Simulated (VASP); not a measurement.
Write the native input for VASP 6.6.1 that does the following.

```
Task                   : single point
Functional             : LDA
Potentials or basis    : VASP PAW LDA potentials, release 64 (C)
Cutoff                 : 520 eV
k mesh                 : 12 × 12 × 12
Occupations            : gaussian, width 0.05 eV
Spin                   : no spin polarisation
Dipole correction      : no
Further INCAR settings : ALGO = Normal; EDIFF = 1e-06; NBANDS = 11
```

The structure of C lies in POSCAR:

```
C
1.0
    1.2280263465      0.7090013417      3.3470108394
   -1.2280263465      0.7090013417      3.3470108394
    0.0000000000     -1.4180026834      3.3470108394
C
2
Direct
   -0.0021149229      0.1706273273      0.2338553792
    0.8360000000      0.8360000000      0.8360000000
```

This cell differs from its parent crystal: atom 1 (C) moved by (-0.300, -0.300) A along [1 1 0] and z.

The input as run:

INCAR

```
SYSTEM = C
ALGO = Normal ; EDIFF = 1E-6
ENCUT = 520 ; ISIF = 2
ISMEAR = 0 ; LASPH = .True.
LCHARG = .False. ; LREAL = .False.
LWAVE = .False. ; NBANDS = 11
NELM = 60 ; PREC = Accurate
SIGMA = 0.05
```

KPOINTS

```
k-points
0
Gamma
  12 12 12
  0 0 0
```

Potentials or basis: VASP PAW LDA potentials, release 64 (C).

The run is started by

```console
$ cat potpaw_LDA.64/C/POTCAR > POTCAR
$ mpirun -np 1 vasp_std > vasp.out
```

Results of the run:

* Pressure: 12.6 GPa
* Largest force: 8.665 eV/Å
* Band gap on the k mesh: zero (bands 4 and 5 overlap by 3.00 eV)

Caveat: the cell differs from its parent crystal (atom 1 (C) moved by (-0.300, -0.300) A along [1 1 0] and z); the stress differs along the axes, from -15 to 45 GPa; forces of over 1 eV/Å act on the atoms, so gaps and moduli don't describe the material at rest.

It took 91 s on 1 thread of Intel(R) Xeon(R) 6975P-C (Granite Rapids) (shared host), peak memory 0.24 GiB.
